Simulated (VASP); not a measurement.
# SiC (Imm2) in VASP: notebook, part 2 of 2

VASP 6.6.1.

## 4. Single point, r2SCAN (strain +0.0525 x Voigt [0, 0, 0, 0, 1, 0])

File POSCAR:

```
SiC
1.0
    0.0571763058      2.1781449820      2.1781449820
    2.2353212878      0.0000000000      2.2353212878
    2.1781449820      2.1781449820      0.0571763058
Si C
1 1
Direct
    0.0000000000      0.0000000000      0.0000000000
    0.7500000000      0.7500000000      0.7500000000
```

File INCAR.step1:

```
SYSTEM = SiC
PREC = Accurate
ENCUT = 520
ISMEAR = 0
SIGMA = 0.05
LREAL = .False.
LASPH = .True.
NELM = 60
NBANDS = 11
GGA = PE
ALGO = Normal
EDIFF = 1E-4
LWAVE = .True.
LCHARG = .False.
```

File INCAR.step2:

```
SYSTEM = SiC
PREC = Accurate
ENCUT = 520
EDIFF = 1E-6
ISMEAR = 0
SIGMA = 0.05
LREAL = .False.
LASPH = .True.
NELM = 60
ALGO = Normal
ISIF = 2
LWAVE = .False.
LCHARG = .False.
METAGGA = R2SCAN
LMIXTAU = .True.
NBANDS = 11
ISTART = 1
```

File KPOINTS:

```
regular mesh
0
Gamma
  10 10 10
  0 0 0
```

Potentials or basis: VASP PAW PBE potentials, release 64 (Si, C).

Launch:

```console
cat potpaw_PBE.64/Si/POTCAR potpaw_PBE.64/C/POTCAR > POTCAR
cp INCAR.step1 INCAR
mpirun -np 1 vasp_std > vasp.out
cp INCAR.step2 INCAR
mpirun -np 1 vasp_std > vasp.out
```

OUTCAR:

```text
SYSTEM = SiC
   PREC = Accurate
   ENCUT = 520
   EDIFF = 1E-6
   ISMEAR = 0
   LREAL = .False.
   LASPH = .True.
   NELM = 60
   ISIF = 2
   METAGGA = R2SCAN
   ISTART = 1

 ion  position               nearest neighbor table
   1  0.000  0.000  0.000-   2 1.85   2 1.85   2 1.92   2 1.92
   2  0.750  0.750  0.750-   1 1.85   1 1.85   1 1.92   1 1.92

  LATTYP: Found a body centered orthorhombic cell.
 ALAT       =     2.9995026673
 B/A-ratio  =     1.0539152760
 C/A-ratio  =     1.4523374197

  Lattice vectors:

 A1 = (   0.0571763058,  -2.1781449820,   2.1781449820)
 A2 = (  -0.0571763058,  -2.1781449820,  -2.1781449820)
 A3 = (   2.1781449820,   2.1781449820,   0.0571763058)

Analysis of symmetry for initial positions (statically):
=====================================================================
 Subroutine PRICEL returns:
 Original cell was already a primitive cell.

 Routine SETGRP: Setting up the symmetry group for a
 body centered orthorhombic supercell.

 Subroutine GETGRP returns: Found  4 space group operations
 (whereof  4 operations were pure point group operations)
 out of a pool of  8 trial point group operations.

The static configuration has the point symmetry C_2v.

[... 165 lines left out ...]
 Fermi energy:         8.3941502856

 k-point     1 :       0.0000    0.0000    0.0000
  band No.  band energies     occupation
      1      -8.1976      2.00000
      2       7.8555      2.00000
      3       7.9764      2.00000
      4       8.1661      2.00000
      5      14.3398      0.00000
      6      15.2520      0.00000
      7      16.4124      0.00000
      8      16.5170      0.00000
      9      23.2175      0.00000
     10      23.2749      0.00000
     11      25.7574      0.00000
[... 309 lines left out ...]
 k-point    24 :      -0.3000    0.2000   -0.0000
  band No.  band energies     occupation
      1      -4.9964      2.00000
      2       1.4582      2.00000
      3       3.9038      2.00000
      4       6.7345      2.00000
      5      14.0525      0.00000
      6      16.5024      0.00000
      7      17.4061      0.00000
      8      19.3099      0.00000
      9      21.7892      0.00000
     10      24.4838      0.00000
     11      28.0836      0.00000

 [... further k-points ...]
[... 5 lines left out ...]
  --------------------------------------------------------------------------------------
  -------------------------------------------------------------------------------------
  Total        0.1114596      0.0272583      0.1114596     -0.0000000      0.0000000     -1.9370127
  in kB        8.6464364      2.1145551      8.6464364     -0.0000000      0.0000000   -150.2630062
  external PRESSURE =       6.4691426 kB  Pullay stress =       0.0000000 kB

 VOLUME and BASIS-vectors are now :
 -----------------------------------------------------------------------------
  energy-cutoff  :      520.00
  volume of cell :       20.65
      direct lattice vectors                 reciprocal lattice vectors
     0.057176306  2.178144982  2.178144982    -0.235741341  0.229553131  0.235741341
     2.235321288  0.000000000  2.235321288     0.223681492 -0.229553131  0.223681492
     2.178144982  2.178144982  0.057176306     0.235741341  0.229553131 -0.235741341

 POSITION                                       TOTAL-FORCE (eV/Angst)
 -----------------------------------------------------------------------------------
      0.00000      0.00000      0.00000         0.000000     -0.402028      0.000000
      3.35298      3.26722      3.35298        -0.000000      0.402028     -0.000000
 -----------------------------------------------------------------------------------
    total drift:                                0.000000      0.000135      0.000000

  FREE ENERGIE OF THE ION-ELECTRON SYSTEM (eV)
  ---------------------------------------------------
  free  energy   TOTEN  =       -19.2761486714 eV

  energy  without entropy=      -19.2761486714  energy(sigma->0) =      -19.27614867
```

OUTCAR.step1:

```text
SYSTEM = SiC
   PREC = Accurate
   ENCUT = 520
   ISMEAR = 0
   LREAL = .False.
   LASPH = .True.
[... 559 lines left out ...]
      0.00000      0.00000      0.00000         0.000000     -0.444547      0.000000
      3.35298      3.26722      3.35298        -0.000000      0.444547     -0.000000
 -----------------------------------------------------------------------------------
    total drift:                               -0.000000     -0.000595     -0.000000

  FREE ENERGIE OF THE ION-ELECTRON SYSTEM (eV)
  ---------------------------------------------------
  free  energy   TOTEN  =       -15.0077736565 eV

  energy  without entropy=      -15.0077736565  energy(sigma->0) =      -15.00777366
```

OSZICAR.step1:

```text
N       E                     dE             d eps       ncg     rms          rms(c)
DAV:   1     0.279013496960E+01    0.27901E+01   -0.39703E+03  3962   0.613E+02
DAV:   2    -0.162830758329E+02   -0.19073E+02   -0.18227E+02  4681   0.109E+02
DAV:   3    -0.168837869561E+02   -0.60071E+00   -0.59949E+00  4602   0.157E+01
DAV:   4    -0.168862198199E+02   -0.24329E-02   -0.24326E-02  4319   0.125E+00
DAV:   5    -0.168862307524E+02   -0.10932E-04   -0.10933E-04  4626   0.780E-02    0.886E+00
DAV:   6    -0.150672264237E+02    0.18190E+01   -0.65476E+00  4245   0.115E+01    0.392E+00
DAV:   7    -0.150155164884E+02    0.51710E-01   -0.39156E-01  4551   0.359E+00    0.180E+00
DAV:   8    -0.150075573546E+02    0.79591E-02   -0.21513E-02  4269   0.973E-01    0.176E-01
DAV:   9    -0.150076650925E+02   -0.10774E-03   -0.17850E-03  4683   0.247E-01    0.113E-01
DAV:  10    -0.150077675583E+02   -0.10247E-03   -0.24078E-04  4138   0.965E-02    0.301E-02
DAV:  11    -0.150077736565E+02   -0.60982E-05   -0.34850E-05  2214   0.340E-02
   1 F= -.15007774E+02 E0= -.15007774E+02  d E =-.279934E-11
```

Wall time 38 s (1 thread of Intel Xeon 6975P-C (Granite Rapids), shared host); peak memory 0.16 GiB.

What came out:

- Free energy: -19.2761 eV
- Pressure: 0.6 GPa
- Largest force: 0.402 eV/Å
- Band gap on the k mesh: 1.45 eV, indirect (least direct gap 4.52 eV)

Forces on the atoms (eV/Å):
```
Si   0.000 -0.402  0.000
C    0.000  0.402  0.000
```

Caveat: the cell differs from its parent crystal (strain +0.0525 x Voigt [0, 0, 0, 0, 1, 0]); the PAW data sets were made with another functional, which shifts forces and pressure a little.

## 5. Single point, r2SCAN (strain -0.0300 x Voigt [0, 0, 0, 0, 1, 0])

File POSCAR:

```
SiC
1.0
   -0.0326721747      2.1781449820      2.1781449820
    2.1454728073      0.0000000000      2.1454728073
    2.1781449820      2.1781449820     -0.0326721747
Si C
1 1
Direct
    0.0000000000      0.0000000000      0.0000000000
    0.7500000000      0.7500000000      0.7500000000
```

File INCAR.step1:

```
PREC = Accurate
ENCUT = 520
ISMEAR = 0
SIGMA = 0.05
LREAL = False
LASPH = True
NELM = 60
NBANDS = 11
GGA = PE
ALGO = Normal
EDIFF = 1E-4
LWAVE = True
LCHARG = False
```

File INCAR.step2:

```
PREC = Accurate
ENCUT = 520
EDIFF = 1E-6
ISMEAR = 0
SIGMA = 0.05
LREAL = False
LASPH = True
NELM = 60
ALGO = Normal
ISIF = 2
LWAVE = False
LCHARG = False
METAGGA = R2SCAN
LMIXTAU = True
NBANDS = 11
ISTART = 1
```

File KPOINTS:

```
regular mesh
0
Gamma
  10 10 10
```

Potentials or basis: VASP PAW PBE potentials, release 64 (Si, C).

Launch:

```console
cat potpaw_PBE.64/Si/POTCAR potpaw_PBE.64/C/POTCAR > POTCAR
cp INCAR.step1 INCAR
mpirun -np 1 vasp_std > vasp.out
cp INCAR.step2 INCAR
mpirun -np 1 vasp_std > vasp.out
```

OUTCAR:

```text
PREC = Accurate
   ENCUT = 520
   EDIFF = 1E-6
   ISMEAR = 0
   LREAL = False
   LASPH = True
   NELM = 60
   ISIF = 2
   METAGGA = R2SCAN
   ISTART = 1

 ion  position               nearest neighbor table
   1  0.000  0.000  0.000-   2 1.87   2 1.87   2 1.91   2 1.91
   2  0.750  0.750  0.750-   1 1.87   1 1.87   1 1.91   1 1.91

  LATTYP: Found a body centered orthorhombic cell.
 ALAT       =     3.0341567418
 B/A-ratio  =     1.0304568528
 C/A-ratio  =     1.4357498095

  Lattice vectors:

 A1 = (   2.1781449820,  -2.1781449820,  -0.0326721747)
 A2 = (  -2.1781449820,  -2.1781449820,   0.0326721747)
 A3 = (   0.0326721747,   2.1781449820,  -2.1781449820)

Analysis of symmetry for initial positions (statically):
=====================================================================
 Subroutine PRICEL returns:
 Original cell was already a primitive cell.

 Routine SETGRP: Setting up the symmetry group for a
 body centered orthorhombic supercell.

 Subroutine GETGRP returns: Found  4 space group operations
 (whereof  4 operations were pure point group operations)
 out of a pool of  8 trial point group operations.

The static configuration has the point symmetry C_2v.

[... 164 lines left out ...]
 fundamental gap:      1.5968443668
 Fermi energy:         8.2965515283

 k-point     1 :       0.0000    0.0000    0.0000
  band No.  band energies     occupation
      1      -8.1948      2.00000
      2       7.9122      2.00000
      3       7.9892      2.00000
      4       8.0887      2.00000
      5      14.6354      0.00000
      6      15.5024      0.00000
      7      16.0799      0.00000
      8      16.2242      0.00000
      9      23.2132      0.00000
     10      23.2320      0.00000
     11      25.7710      0.00000
[... 309 lines left out ...]
 k-point    24 :      -0.3000    0.2000    0.0000
  band No.  band energies     occupation
      1      -5.0722      2.00000
      2       1.2531      2.00000
      3       4.1481      2.00000
      4       6.7952      2.00000
      5      14.1851      0.00000
      6      16.9864      0.00000
      7      17.5164      0.00000
      8      19.0378      0.00000
      9      21.4225      0.00000
     10      24.6129      0.00000
     11      28.3481      0.00000

 [... further k-points ...]
[... 5 lines left out ...]
  --------------------------------------------------------------------------------------
  -------------------------------------------------------------------------------------
  Total        0.0219129     -0.0055902      0.0219129      0.0000000      0.0000000      1.1050851
  in kB        1.6990935     -0.4334545      1.6990935      0.0000000      0.0000000     85.6867553
  external PRESSURE =       0.9882441 kB  Pullay stress =       0.0000000 kB

 VOLUME and BASIS-vectors are now :
 -----------------------------------------------------------------------------
  energy-cutoff  :      520.00
  volume of cell :       20.66
      direct lattice vectors                 reciprocal lattice vectors
    -0.032672175  2.178144982  2.178144982    -0.226160720  0.229553131  0.226160720
     2.145472807  0.000000000  2.145472807     0.233048864 -0.229553131  0.233048864
     2.178144982  2.178144982 -0.032672175     0.226160720  0.229553131 -0.226160720

 POSITION                                       TOTAL-FORCE (eV/Angst)
 -----------------------------------------------------------------------------------
      0.00000      0.00000      0.00000         0.000000      0.228219      0.000000
      3.21821      3.26722      3.21821        -0.000000     -0.228219     -0.000000
 -----------------------------------------------------------------------------------
    total drift:                                0.000001      0.000113      0.000001

  FREE ENERGIE OF THE ION-ELECTRON SYSTEM (eV)
  ---------------------------------------------------
  free  energy   TOTEN  =       -19.3103998005 eV

  energy  without entropy=      -19.3103998005  energy(sigma->0) =      -19.31039980
```

It took 38 s on 1 thread of Intel Xeon 6975P-C (Granite Rapids), shared host; peak memory 0.16 GiB.

What came out:

```
Free energy            : -19.3104 eV
Pressure               : 0.1 GPa
Largest force          : 0.228 eV/Å
Band gap on the k mesh : 1.60 eV, indirect (least direct gap 4.78 eV)
```

Forces on the atoms (eV/Å):
```
Si   0.000  0.228  0.000
C    0.000 -0.228  0.000
```

Caveat: the cell differs from its parent crystal (strain -0.0300 x Voigt [0, 0, 0, 0, 1, 0]); the PAW data sets were made with another functional, which shifts forces and pressure a little. A k mesh can miss the band edges.

## 6. Overview

| cell | gap on the mesh (eV) | pressure (GPa) | largest force (eV/Å) |
| --- | --- | --- | --- |
| a = 3.081, b = 2.988 Å, angles 61.0, 62.0, 61.0°, 2 atoms | 1.40 | 0.9 | 0.46 |
| a = 3.081, b = 3.150 Å, angles 59.3, 58.5, 59.3°, 2 atoms | 1.50 | 0.4 | 0.34 |
| a = 3.081, b = 3.161 Å, angles 59.1, 58.3, 59.1°, 2 atoms | 1.45 | 0.6 | 0.40 |
| a = 3.081, b = 3.034 Å, angles 60.5, 61.0, 60.5°, 2 atoms | 1.60 | 0.1 | 0.23 |

Alike in all rows: task single point; level r2SCAN; potentials or basis VASP PAW PBE potentials, release 64 (Si, C); no spin polarisation; k mesh 10 × 10 × 10; cutoff (eV) 520; smearing gaussian 0.05 eV.

Caveats: the PAW data sets were made with another functional, which shifts forces and pressure a little.

Absolute energies hang on the potentials; compare differences alone.
